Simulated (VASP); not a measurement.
Input of a VASP 6.6.1 run:

INCAR

```
PREC     = Accurate       # precision mode
ENCUT    = 500            # plane-wave cutoff, eV
EDIFF    = 1E-7           # SCF threshold, eV
ISMEAR   = 0              # smearing method
SIGMA    = 0.01           # smearing width, eV
LREAL    = False          # projectors in reciprocal space
LASPH    = True           # aspherical terms in the spheres
NELM     = 120            # most SCF steps
ALGO     = Normal         # electronic algorithm
ISIF     = 3              # what is computed and relaxed
LWAVE    = False          # write WAVECAR
LCHARG   = False          # write CHGCAR
GGA      = PE             # functional
IBRION   = 2              # ionic algorithm
NSW      = 80             # ionic steps
EDIFFG   = -0.01          # ionic threshold
PSTRESS  = 100.0        
GGA_COMPAT= False        
NELMIN   = 4
```

Contents of KPOINTS:

```
Automatic mesh
0
Gamma
  6 6 6
```

Contents of POSCAR:

```
ZnSe
1.0
    0.0000000000      2.8338000000      2.8338000000
    2.8338000000      0.0000000000      2.8338000000
    2.8338000000      2.8338000000      0.0000000000
Zn Se
1 1
Direct
    0.0000000000      0.0000000000      0.0000000000
    0.2500000000      0.2500000000      0.2500000000
```

Potentials or basis: VASP PAW PBE potentials, release 64 (Zn, Se).

Command:

```sh
$ cat potpaw_PBE.64/Zn/POTCAR potpaw_PBE.64/Se/POTCAR > POTCAR
$ mpirun -np 1 vasp_std > vasp.out
```

Predict the relaxed volume.

20.75 Å³/atom.

Estimate the relaxed cell.

a = 3.886 Å, b = 3.886 Å, c = 3.886 Å, α = 60.00°, β = 60.00°, γ = 60.00°.

The path:
| step | energy change (eV) | largest force (eV/Å) | pressure (GPa) | volume (Å³) |
| --- | --- | --- | --- | --- |
| 1 | 0.0000 | 0.0000 | 2.37 | 45.51 |
| 2 | 0.3806 | 0.0000 | 17.71 | 38.74 |
| 3 | 0.1464 | 0.0000 | 9.94 | 41.50 |

Caveat: the cell is relaxed towards a set pressure, so the enthalpy falls and the energy may rise.
